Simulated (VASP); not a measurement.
# CdI2 (P-3m1) in VASP: relaxation of cell and atoms with PBE+D3(BJ)

Aim: the relaxation of cell and atoms of CdI2 with PBE+D3(BJ).

Program: VASP 6.6.1. These are calculated values, not measurements. Logs are shortened: lines on timing, memory, paths and dates and some standing lists are left out, and cuts for length are marked.

### 1 The cell of the first run

It takes space group P-3m1 (No. 164, trigonal). The conventional cell has a = 4.292 Å, b = 4.292 Å, c = 43.397 Å, α = 90.00°, β = 90.00°, γ = 120.00°. Within 4.0 Å of Cd (site symmetry 3m) lie 6 I at 3.02 Å. Within 4.0 Å of Cd (site symmetry 3m) lie 6 I at 3.01 to 3.02 Å. Within 4.0 Å of Cd (site symmetry 3m) lie 6 I at 3.02 Å. Within 4.0 Å of I (site symmetry 3m) lie 3 Cd at 3.02 Å. I (site symmetry 3m) has 3 Cd at 3.02 Å within 4.0 Å. I (site symmetry 3m) has 3 Cd at 3.02 Å within 4.0 Å. I (site symmetry 3m) has 3 Cd at 3.01 Å within 4.0 Å. Within 4.0 Å of I (site symmetry 3m) lie 3 Cd at 3.02 Å.

### 2 Relaxation of cell and atoms, PBE+D3(BJ)

The input, INCAR:

```
SYSTEM = CdI2
  PREC = Accurate
  ENCUT = 500
  EDIFF = 1E-7
  ISMEAR = -1
  SIGMA = 0.02
  LREAL = .False.
  LASPH = .True.
  NELM = 120
  ALGO = Normal
  ISIF = 3
  LWAVE = .False.
  LCHARG = .False.
  GGA = PE
  IVDW = 12
  IBRION = 2
  NSW = 80
  EDIFFG = -0.005
  GGA_COMPAT = .False.
  NELMIN = 4
```

The input, KPOINTS:

```
regular mesh
0
Gamma
  6 6 1
  0 0 0
```

The input, POSCAR:

```
CdI2
1.0
    4.2918905152      0.0000000000      0.0000000000
   -2.1459452576      3.7168862165      0.0000000000
    0.0000000000      0.0000000000     43.3968276400
Cd I
6 12
Direct
    0.3333333300      0.6666666700      0.2499885200
    0.0000000000      0.0000000000      0.4167311200
    0.0000000000      0.0000000000      0.0833972300
    0.0000000000      0.0000000000      0.5832688800
    0.0000000000      0.0000000000      0.9166027700
    0.6666666700      0.3333333300      0.7500114800
    0.6666666700      0.3333333300      0.3770708700
    0.3333333300      0.6666666700      0.1230939500
    0.6666666700      0.3333333300      0.8769060500
    0.3333333300      0.6666666700      0.9564257400
    0.6666666700      0.3333333300      0.5437368900
    0.3333333300      0.6666666700      0.4562631100
    0.3333333300      0.6666666700      0.7896606800
    0.6666666700      0.3333333300      0.2103393200
    0.0000000000      0.0000000000      0.7104023800
    0.3333333300      0.6666666700      0.6229291300
    0.0000000000      0.0000000000      0.2895976200
    0.6666666700      0.3333333300      0.0435742600
```

Potentials or basis: VASP PAW PBE potentials, release 64 (Cd, I).

On the command line:

```console
$ cat potpaw_PBE.64/Cd/POTCAR potpaw_PBE.64/I/POTCAR > POTCAR
$ mpirun -np 1 vasp_std > vasp.out
```

OUTCAR:

```text
SYSTEM = CdI2
   PREC = Accurate
   ENCUT = 500
   EDIFF = 1E-7
   ISMEAR = -1
   LREAL = .False.
   LASPH = .True.
   NELM = 120
   ISIF = 3
   GGA = PE
   IVDW = 12
   IBRION = 2
   NSW = 80
   EDIFFG = -0.005
   NELMIN = 4
 IVDW          = 12

 ion  position               nearest neighbor table
   1  0.333  0.667  0.250-  17 3.02  17 3.02  17 3.02  14 3.02  14 3.02  14 3.02
   2  0.000  0.000  0.417-  12 3.01  12 3.01  12 3.01   7 3.02   7 3.02   7 3.02
   3  0.000  0.000  0.083-   8 3.02   8 3.02   8 3.02  18 3.02  18 3.02  18 3.02
   4  0.000  0.000  0.583-  11 3.01  11 3.01  11 3.01  16 3.02  16 3.02  16 3.02
   5  0.000  0.000  0.917-   9 3.02   9 3.02   9 3.02  10 3.02  10 3.02  10 3.02
   6  0.667  0.333  0.750-  15 3.02  15 3.02  15 3.02  13 3.02  13 3.02  13 3.02
   7  0.667  0.333  0.377-   2 3.02   2 3.02   2 3.02
   8  0.333  0.667  0.123-   3 3.02   3 3.02   3 3.02
   9  0.667  0.333  0.877-   5 3.02   5 3.02   5 3.02
  10  0.333  0.667  0.956-   5 3.02   5 3.02   5 3.02
  11  0.667  0.333  0.544-   4 3.01   4 3.01   4 3.01
  12  0.333  0.667  0.456-   2 3.01   2 3.01   2 3.01
  13  0.333  0.667  0.790-   6 3.02   6 3.02   6 3.02
  14  0.667  0.333  0.210-   1 3.02   1 3.02   1 3.02
  15  0.000  0.000  0.710-   6 3.02   6 3.02   6 3.02
  16  0.333  0.667  0.623-   4 3.02   4 3.02   4 3.02
  17  0.000  0.000  0.290-   1 3.02   1 3.02   1 3.02
  18  0.667  0.333  0.044-   3 3.02   3 3.02   3 3.02

  LATTYP: Found a hexagonal cell.
 ALAT       =     4.2918905152
 C/A-ratio  =    10.1113547716

  Lattice vectors:

 A1 = (   4.2918905152,   0.0000000000,   0.0000000000)
 A2 = (  -2.1459452576,   3.7168862165,   0.0000000000)
 A3 = (   0.0000000000,   0.0000000000,  43.3968276400)

Analysis of symmetry for initial positions (statically):
=====================================================================
 Subroutine PRICEL returns:
 Original cell was already a primitive cell.

 Routine SETGRP: Setting up the symmetry group for a
 hexagonal supercell.

 Subroutine GETGRP returns: Found 12 space group operations
 (whereof 12 operations were pure point group operations)
 out of a pool of 24 trial point group operations.

The static configuration has the point symmetry D_3d.

Analysis of symmetry for dynamics (positions and initial velocities):
=====================================================================
 Subroutine PRICEL returns:
 Original cell was already a primitive cell.

 Routine SETGRP: Setting up the symmetry group for a
 hexagonal supercell.

 Subroutine GETGRP returns: Found 12 space group operations
 (whereof 12 operations were pure point group operations)
 out of a pool of 24 trial point group operations.

The dynamic configuration has the point symmetry D_3d.

 Subroutine INISYM returns: Found 12 space group operations
 (whereof 12 operations are pure point group operations),
 and found     1 'primitive' translations

----------------------------------------------------------------------------------------

                                     Primitive cell

  volume of cell :     692.2865

  direct lattice vectors                    reciprocal lattice vectors
     4.291890515  0.000000000  0.000000000     0.232997556  0.134521202  0.000000000
    -2.145945258  3.716886216  0.000000000     0.000000000  0.269042403  0.000000000
     0.000000000  0.000000000 43.396827640     0.000000000  0.000000000  0.023043159

  length of vectors
     4.291890515  4.291890515 43.396827640     0.269042403  0.269042403  0.023043159

  position of ions in fractional coordinates (direct lattice)
     0.333333330  0.666666670  0.249988520
     0.000000000  0.000000000  0.416731120
     0.000000000  0.000000000  0.083397230
     0.000000000  0.000000000  0.583268880
     0.000000000  0.000000000  0.916602770
     0.666666670  0.333333330  0.750011480
[... 10 lines left out ...]
     0.000000000  0.000000000  0.289597620
     0.666666670  0.333333330  0.043574260

  ion indices of the primitive-cell ions
   primitive index   ion index
                 1           1
                 2           2
                 3           3
                 4           4
                 5           5
                 6           6
[... 10 lines left out ...]
                17          17
                18          18

----------------------------------------------------------------------------------------

 KPOINTS: regular mesh

Automatic generation of k-mesh.
 Grid dimensions read from file:
 generate k-points for:    6    6    1

 Generating k-lattice:

  Cartesian coordinates                     Fractional coordinates (reciprocal lattice)
     0.038832926  0.022420200  0.000000000     0.166666667  0.000000000  0.000000000
     0.000000000  0.044840401  0.000000000     0.000000000  0.166666667  0.000000000
     0.000000000  0.000000000  0.023043159     0.000000000  0.000000000  1.000000000

  Length of vectors
     0.044840401  0.044840401  0.023043159

  Shift w.r.t. Gamma in fractional coordinates (k-lattice)
     0.000000000  0.000000000  0.000000000

 Subroutine IBZKPT returns following result:
 ===========================================

 Found      7 irreducible k-points:

 Following reciprocal coordinates:
            Coordinates               Weight
  0.000000  0.000000  0.000000      1.000000
  0.166667  0.000000  0.000000      6.000000
  0.333333  0.000000  0.000000      6.000000
  0.500000  0.000000  0.000000      3.000000
  0.166667  0.166667  0.000000      6.000000
  0.333333  0.166667  0.000000     12.000000
  0.333333  0.333333  0.000000      2.000000
   k-points           NKPTS =      7   k-points in BZ     NKDIM =      7   number of bands    NBANDS=     93
   number of dos      NEDOS =    301   number of ions     NIONS =     18
   total plane-waves  NPLWV = 327680
   dimension x,y,z NGX =    32 NGY =   32 NGZ =  320
   dimension x,y,z NGXF=    64 NGYF=   64 NGZF=  640
   ions per type =               6  12
   NGX,Y,Z   is equivalent  to a cutoff of  12.40, 12.40, 12.26 a.u.
   NGXF,Y,Z  is equivalent  to a cutoff of  24.79, 24.79, 24.52 a.u.
 SYSTEM =  CdI2
   PREC   = accura    normal or accurate (medium, high low for compatibility)
   ISTART =      0    job   : 0-new  1-cont  2-samecut
   ICHARG =      2    charge: 1-file 2-atom 10-const
   ISPIN  =      1    spin polarized calculation?
   LNONCOLLINEAR =      F non collinear calculations
   LSORBIT =      F    spin-orbit coupling
   LASPH  =      T    aspherical Exc in radial PAW
   ENCUT  =  500.0 eV  36.75 Ry    6.06 a.u.   7.83  7.83 79.12*2*pi/ulx,y,z
   NELM   =    120;   NELMIN=  4; NELMDL= -5     # of ELM steps
   EDIFF  = 0.1E-06   stopping-criterion for ELM
   LREAL  =      F    real-space projection
   EDIFFG = -.5E-02   stopping-criterion for IOM
   NSW    =     80    number of steps for IOM
   IBRION =      2    ionic relax: 0-MD 1-quasi-New 2-CG
   NFREE  =      1    steps in history (QN), initial steepest desc. (CG)
   ISIF   =      3    stress and relaxation
   ISYM   =      2    0-nonsym 1-usesym 2-fastsym
   POTIM  = 0.5000    time-step for ionic-motion
   TEBEG  =    0.0;   TEEND  =   0.0 temperature during run
   PSTRESS=    0.0 pullay stress
   NELECT =     156.0000    total number of electrons
   NUPDOWN=      -1.0000    fix difference up-down
   EMIN   =  10.00;   EMAX   =-10.00  energy-range for DOS
   EFERMI =   0.00;   METHOD = LEGACY
   ISMEAR =    -1;   SIGMA  =   0.02  broadening in eV -4-tet -1-fermi 0-gaus
   EFERMI_NEDOS =   21; number of points for ismear=-14 and -15
   IALGO  =     38    algorithm
   IMIX   =      4    mixing-type and parameters
     AMIX     =   0.40;   BMIX     =  1.00
     AMIX_MAG =   1.60;   BMIX_MAG =  1.00
  volume/ion in A,a.u.               =      38.46       259.54
  Fermi-wavevector in a.u.,A,eV,Ry     =   0.996218  1.882579 13.503107  0.992450
  Thomas-Fermi vector in A             =   2.128291
   LORBIT       =      0    0 simple, 1 ext, 2 COOP (PROOUT), +10 PAW based schemes
   GGA     = PE    functional components
   LHFCALC =     F    Hartree Fock is set to
   AEXX    =    0.0000 exact exchange contribution
   IVDW    =    12    specifies the selected vdW correction
   LEPSILON=     F    determine dielectric tensor
   LRPA    =     F    only Hartree local field effects (RPA)
 conjugate gradient relaxation of ions
 non-spin polarized calculation
  energy-cutoff  :      500.00
  volume of cell :      692.29
 maximum number of plane-waves:     17640
 NGX is ok and might be reduce to    32
   NGX = 15   NGY = 15   NGZ =159

--------------------------------------- Ionic step        1  -------------------------------------------

 number of electron     155.9999997 magnetization

 Free energy of the ion-electron system (eV)
  ---------------------------------------------------
  ext. energy  EPLUGINS =         0.00000000
  ---------------------------------------------------
  free energy    TOTEN  =       -33.21242965 eV

  energy without entropy =      -33.21242965  energy(sigma->0) =      -33.21242965

------------------------ aborting loop because EDIFF is reached ----------------------------------------

 Edisp (eV)   -5.54560

 E8    (eV) :    -2.4871
[... 153 lines left out ...]
  FREE ENERGIE OF THE ION-ELECTRON SYSTEM (eV)
  ---------------------------------------------------
  free  energy   TOTEN  =       -38.7935828711 eV

  energy  without entropy=      -38.7935828710  energy(sigma->0) =      -38.79358287

[... ionic steps 4 to 14 ...]

--------------------------------------- Ionic step       15  -------------------------------------------

 number of electron     155.9999989 magnetization

------------------------ aborting loop because EDIFF is reached ----------------------------------------
[... 107 lines left out ...]
--------------------------------------- Ionic step       17  -------------------------------------------

 number of electron     155.9999990 magnetization

 Free energy of the ion-electron system (eV)
  ---------------------------------------------------
  ext. energy  EPLUGINS =         0.00000000
  ---------------------------------------------------
  free energy    TOTEN  =       -32.91110885 eV

  energy without entropy =      -32.91110885  energy(sigma->0) =      -32.91110885

 E-fermi :   2.5652     XC(G=0):  -8.6056

 val. band max:        2.0688237843   @ k =   0.1667   0.0000   0.0000
 cond. band min:       4.2902054801   @ k =   0.5000   0.0000   0.0000
 fundamental gap:      2.2213816958
 Fermi energy:         2.5651889955

 k-point     1 :       0.0000    0.0000    0.0000
  band No.  band energies     occupation
      1     -10.0505      2.00000
      2     -10.0139      2.00000
      3     -10.0117      2.00000
      4      -9.9212      2.00000
      5      -9.9202      2.00000
      6      -9.8448      2.00000
[... 640 lines left out ...]
     89       7.9726      0.00000
     90       8.0125      0.00000
 [bands above 90 left out]

------------------------ aborting loop because EDIFF is reached ----------------------------------------

 Edisp (eV)   -6.00834

 E8    (eV) :    -2.6936
[... 41 lines left out ...]
  FREE ENERGIE OF THE ION-ELECTRON SYSTEM (eV)
  ---------------------------------------------------
  free  energy   TOTEN  =       -38.9194474125 eV

  energy  without entropy=      -38.9194474125  energy(sigma->0) =      -38.91944741

 reached required accuracy - stopping structural energy minimisation
```

Wall time 80 min (1 thread of Intel Xeon 6975P-C (Granite Rapids), shared host); peak memory 0.95 GiB.

Results:

| Property | Result |
| --- | --- |
| Free energy | -38.9194 eV |
| Relaxed volume | 35.53 Å³/atom |
| Relaxed cell | a = 4.249 Å, b = 4.249 Å, c = 40.903 Å, α = 90.00°, β = 90.00°, γ = 120.00° |
| Space group after relaxing (to 0.1 Å) | P-3m1 (No. 164) |
| Energy gained by relaxing | 9.0 meV/atom |
| Ionic steps | 17 |
| Pressure after relaxing | 0.0 GPa |
| Largest force after relaxing | 0.004 eV/Å |
| Band gap on the k mesh | 2.22 eV (least direct gap 2.35 eV) |
| Dispersion energy per atom | -0.334 eV |

Forces on the atoms (eV/Å):
```
Cd   0.000  0.000  0.001
Cd   0.000  0.000 -0.001
Cd   0.000  0.000 -0.002
Cd   0.000  0.000  0.001
Cd   0.000  0.000  0.002
Cd   0.000  0.000 -0.001
I    0.000  0.000 -0.002
I    0.000  0.000 -0.003
I    0.000  0.000  0.003
I    0.000  0.000 -0.003
I    0.000  0.000 -0.004
I    0.000  0.000  0.004
I    0.000  0.000  0.002
I    0.000  0.000 -0.002
I    0.000  0.000 -0.003
I    0.000  0.000  0.002
I    0.000  0.000  0.003
I    0.000  0.000  0.003
```

The path:
| step | energy change (eV) | largest force (eV/Å) | pressure (GPa) | volume (Å³) |
| --- | --- | --- | --- | --- |
| 1 | 0.0000 | 0.0648 | -0.66 | 692.29 |
| 2 | -0.0354 | 0.1781 | 0.00 | 676.62 |
| 3 | -0.0356 | 0.1854 | 0.04 | 675.66 |
| 4 | -0.0521 | 0.1598 | 0.04 | 672.63 |
| 5 | -0.0904 | 0.1086 | 0.03 | 663.59 |
| 6 | -0.1127 | 0.0774 | 0.06 | 645.75 |
| 7 | -0.1298 | 0.0833 | 0.02 | 642.97 |
| 8 | -0.1489 | 0.1051 | -0.06 | 634.83 |
| 9 | -0.1492 | 0.1016 | -0.05 | 635.88 |
| 10 | -0.1567 | 0.0388 | 0.11 | 634.86 |
| 11 | -0.1577 | 0.0211 | 0.19 | 634.39 |
| 12 | -0.1612 | 0.0092 | -0.02 | 639.49 |
| 13 | -0.1613 | 0.0087 | -0.01 | 639.06 |
| 14 | -0.1613 | 0.0086 | 0.00 | 638.96 |
| 15 | -0.1613 | 0.0057 | 0.00 | 639.05 |
| 16 | -0.1614 | 0.0047 | 0.02 | 639.29 |
| 17 | -0.1614 | 0.0040 | 0.01 | 639.55 |

Final structure:
```cif
data_structure
_symmetry_space_group_name_H-M 'P 1'
_symmetry_Int_Tables_number 1
_cell_length_a 4.2491
_cell_length_b 4.2491
_cell_length_c 40.9030
_cell_angle_alpha 90.000
_cell_angle_beta 90.000
_cell_angle_gamma 120.000
_cell_volume 639.55
loop_
_atom_site_label
_atom_site_type_symbol
_atom_site_fract_x
_atom_site_fract_y
_atom_site_fract_z
_atom_site_occupancy
Cd1 Cd 0.33333 0.66667 0.24999 1
Cd2 Cd 0.00000 0.00000 0.41670 1
Cd3 Cd 0.00000 0.00000 0.08334 1
Cd4 Cd 0.00000 0.00000 0.58330 1
Cd5 Cd 0.00000 0.00000 0.91666 1
Cd6 Cd 0.66667 0.33333 0.75001 1
I1 I 0.66667 0.33333 0.37438 1
I2 I 0.33333 0.66667 0.12565 1
I3 I 0.66667 0.33333 0.87435 1
I4 I 0.33333 0.66667 0.95899 1
I5 I 0.66667 0.33333 0.54102 1
I6 I 0.33333 0.66667 0.45898 1
I7 I 0.33333 0.66667 0.79232 1
I8 I 0.66667 0.33333 0.20768 1
I9 I 0.00000 0.00000 0.70772 1
I10 I 0.33333 0.66667 0.62562 1
I11 I 0.00000 0.00000 0.29228 1
I12 I 0.66667 0.33333 0.04101 1
```

Levels at points of the mesh, in eV from the valence-band top:
| k point | band 75 | band 76 | band 77 | band 78 | band 79 | band 80 | band 81 | band 82 |
| --- | --- | --- | --- | --- | --- | --- | --- | --- |
| (0.00, 0.00, 0.00) | -0.04 | -0.04 | -0.01 | -0.01 | 2.40 | 2.75 | 2.75 | 3.32 |
| (0.50, 0.00, 0.00) | -0.35 | -0.21 | -0.21 | -0.13 | 2.22 | 2.29 | 2.36 | 2.52 |

Caveat: spin-orbit coupling is left out, which moves the levels of the heavy elements. A k mesh can miss the band edges.
